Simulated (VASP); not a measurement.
Pb:

```
CELL_PARAMETERS angstrom
3.48000 0.00000 0.00000
-1.74000 3.01377 0.00000
0.00000 0.00000 5.59000
ATOMIC_POSITIONS crystal
Pb 0.66667 0.33333 0.75000
Pb 0.33333 0.66667 0.25000
```

This isn't the form of Pb at room conditions, which is fcc.

Program: VASP 6.6.1. Alike in all runs: task single point; cell as given; cutoff (eV) 520; smearing fermi-dirac 0.05 eV.

Question: Order these runs on this cell by their pressure, lowest first.
A. level PBEsol-based global hybrid with 25 % exact exchange; potentials or basis VASP PAW PBE potentials, release 64 (Pb_d); spin off; k mesh 5 × 5 × 3; grid for exact exchange (PRECFOCK) Normal; share of exact exchange 0.25
B. level PBE0; potentials or basis VASP PAW PBE potentials, release 64 (Pb_d); spin off; k mesh 5 × 5 × 3; grid for exact exchange (PRECFOCK) Normal; share of exact exchange 0.25
C. level B3LYP; potentials or basis VASP PAW PBE potentials, release 64 (Pb_d); spin off; k mesh 5 × 5 × 3; grid for exact exchange (PRECFOCK) Normal; share of exact exchange 0.2
D. level HF; potentials or basis VASP PAW PBE potentials, release 64 (Pb_d); spin off; k mesh 5 × 5 × 3; grid for exact exchange (PRECFOCK) Normal; share of exact exchange 1
E. level LDA; potentials or basis VASP PAW LDA potentials, release 64 (Pb_d); spin non-collinear, zero start, SOC; k mesh 7 × 7 × 4

Answer: E (-0.7 GPa), A (1.0 GPa), B (3.1 GPa), C (6.8 GPa), D (8.5 GPa).

Caveats: some runs use coarse meshes; the PAW data sets were made with another functional, which shifts forces and pressure a little (at least some runs).
